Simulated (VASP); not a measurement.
Here is a VASP 6.6.1 calculation.

The input INCAR:

```
PREC = Accurate
ENCUT = 520
EDIFF = 1E-6
ISMEAR = 0
SIGMA = 0.05
LREAL = False
LASPH = True
NELM = 100
ALGO = Normal
ISIF = 2
LWAVE = False
LCHARG = False
GGA = PE
IVDW = 12
NBANDS = 13
```

The input KPOINTS:

```
regular mesh
0
Gamma
  11 11 11
```

Contents of POSCAR:

```
W
1.0
    0.0000000000      2.0300000000      2.0300000000
    2.0300000000      0.0000000000      2.0300000000
    2.0300000000      2.0300000000      0.0000000000
W
1
Direct
    0.0000000000      0.0000000000      0.0000000000
```

Potentials or basis: VASP PAW PBE potentials, release 64 (W_sv).

Command:

```sh
$ cat potpaw_PBE.64/W_sv/POTCAR > POTCAR
$ mpirun -np 1 vasp_std > vasp.out
```

Question: Estimate the dispersion energy per atom.

Answer: -0.657 eV.

Question: What does it give for the pressure?

Answer: -11.0 GPa.

Question: Predict the band gap on the k mesh.

Answer: Zero (band 7 reaches 12.79 eV, above the bottom of band 8 at 9.69 eV).

Caveat: spin-orbit coupling is left out, which moves the levels of the heavy elements; pairwise dispersion overbinds metals, which lowers pressure and volume.
